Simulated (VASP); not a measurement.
Write the native input for VASP 6.6.1 that does the following.

- Task: single point
- Functional: LDA
- Potentials or basis: VASP PAW LDA potentials, release 64 (N_h, B_h)
- Cutoff: 910 eV
- k mesh: 13 × 13 × 13
- Occupations: fermi-dirac, width 0.05 eV
- Spin: no spin polarisation
- Dipole correction: no
- Second run: hard_potentials
- Further INCAR settings: ALGO = Normal; EDIFF = 1e-06; NBANDS = 11

The structure of BN lies in POSCAR:

```
BN
1.0
    0.0000000000      1.7902808579      1.7902808579
    1.7902808579      0.0000000000      1.7902808579
    1.7902808579      1.7902808579      0.0000000000
N B
1 1
Direct
    0.2500000000      0.2500000000      0.2500000000
    0.0000000000      0.0000000000      0.0000000000
```

One way to write it, as run:

INCAR

```
SYSTEM = BN
  ALGO = Normal
  EDIFF = 1E-6
  ENCUT = 910
  GGA_COMPAT = .FALSE.
  ISIF = 2
  ISMEAR = -1
  LASPH = .TRUE.
  LCHARG = .FALSE.
  LREAL = .FALSE.
  LWAVE = .FALSE.
  NBANDS = 11
  NELM = 120
  PREC = Accurate
  SIGMA = 0.05
```

KPOINTS

```
k-points
0
G
  13 13 13
  0 0 0
```

Potentials or basis: VASP PAW LDA potentials, release 64 (N_h, B_h).

Launch:

```sh
$ cat potpaw_LDA.64/N_h/POTCAR potpaw_LDA.64/B_h/POTCAR > POTCAR
$ mpirun -np 1 vasp_std > vasp.out
```

Results of the run:

* Pressure: 0.5 GPa
* Band gap on the k mesh: 4.46 eV, indirect (least direct gap 8.82 eV)

Caveat: the cutoff is under 1.25 times the usual one of these potentials, so pressure, stress and relaxed cells hold a basis-set (Pulay) error.

Wall time 11 s on 1 thread of Intel(R) Xeon(R) 6975P-C (Granite Rapids), on a shared host, peak memory 0.14 GiB.
